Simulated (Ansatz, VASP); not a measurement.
Al2Ru in VASP and in Ansatz

```xyz
6
Lattice="0.0000 3.9942 4.3992 2.3470 0.0000 4.3992 2.3470 3.9942 0.0000" Properties=species:S:1:pos:R:3 pbc="T T T"
Al    1.1735    0.6311    2.1996
Al    1.1735    3.3632    2.1996
Al    2.3470    1.3660    4.3992
Al    2.3470    6.6225    4.3992
Ru    3.5205    5.9914    6.5988
Ru    2.3470    3.9942    4.3992
```

Alike in both runs: functional PBEsol; k mesh 2 × 2 × 2; occupations gaussian, width 0.01 eV; no spin polarisation.

Ansatz relaxed the structure, and its values are those at the end. VASP's run is a single point on that final structure, the one shown.

```csv
,VASP,Ansatz
version,VASP 6.6.1,Ansatz 0.2.0
potentials or method,"VASP PAW PBE potentials, release 64 (Al, Ru_pv), cutoff 520 eV","scalar-relativistic, plane waves, PAW"
valence electrons in the cell,40,44
```

VASP gave:

```
gap on the k mesh at the Fermi level (eV) : 0.29
least direct gap on the mesh (eV)         : 1.22
pressure (GPa)                            : 0.1
```

Problem. Which values does Ansatz return?

Solution. gap on the k mesh at the Fermi level (eV): 0.29; least direct gap on the mesh (eV): 1.22; pressure (GPa): 0.0.

VASP's potentials were made for PBE, not for PBEsol. The functional is the same, so the differences come from potentials, cutoffs and numerics. VASP's potentials hold 40 valence electrons a cell and Ansatz's 44, so a difference there can come from the potentials and not from the codes.

The k mesh is coarse, so the values compare programs but aren't converged.
